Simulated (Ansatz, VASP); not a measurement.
# Tl: VASP beside Ansatz

Contents of INCAR:

```
SYSTEM = Tl
PREC = Accurate ; ENCUT = 520
EDIFF = 1E-6 ; ISMEAR = 0
SIGMA = 0.1 ; LREAL = .FALSE.
LASPH = .TRUE. ; NELM = 80
ALGO = Normal ; ISIF = 2
LWAVE = .FALSE. ; LCHARG = .FALSE.
GGA = PE ; NBANDS = 20
```

The input KPOINTS:

```
regular mesh
0
G
  12 12 6
  0 0 0
```

The input POSCAR:

```
Tl
1.0
    3.6124296590      0.0000000000      0.0000000000
   -1.8062148295      3.1284558541      0.0000000000
    0.0000000000      0.0000000000      5.5652678597
Tl
2
Direct
    0.3333333333      0.6666666667      0.7500000000
    0.6666666667      0.3333333333      0.2500000000
```

Input for Ansatz:

```yaml
crystal:
  lattice:
    - [3.612429659, 0.0, 0.0]
    - [-1.8062148295, 3.1284558541, 0.0]
    - [0.0, 0.0, 5.5652678597]
  atoms:
    - { symbol: Tl, position: [0.3333333333, 0.6666666667, 0.75] }
    - { symbol: Tl, position: [0.6666666667, 0.3333333333, 0.25] }
basis:
  ecutwfc: 420
kpoints:
  mp_grid: { grid: [12, 12, 6] }
hamiltonian:
  xc: pbe
scf:
  occupations: { method: gaussian, width: 0.1 }
output:
  forces: true
  stress: true
  eigenvalues: true
```

Alike in both runs: task single point; functional PBE; k mesh 12 × 12 × 6; occupations gaussian, width 0.1 eV; no spin polarisation.

```csv
,VASP,Ansatz
version,VASP 6.6.1,Ansatz 0.2.0
potentials or method,"VASP PAW PBE potentials, release 64 (Tl_d), cutoff 520 eV","scalar-relativistic, plane waves, PAW"
valence electrons in the cell,26,26
```

Ansatz gave:

- gap on the k mesh at the Fermi level (eV): none
- pressure (GPa): 0.1
- traceless stress, the component that is largest in VASP (GPa): 0.31

Question: What did VASP give for the same quantities?

Answer: gap on the k mesh at the Fermi level (eV): none; pressure (GPa): 0.0; traceless stress, the component that is largest in VASP (GPa): 0.31.

A gap of «none» marks a metal or a gap that the smearing closes. With one functional, cell and mesh, what is left measures potentials, basis and numerics.

Spin-orbit coupling is off throughout.
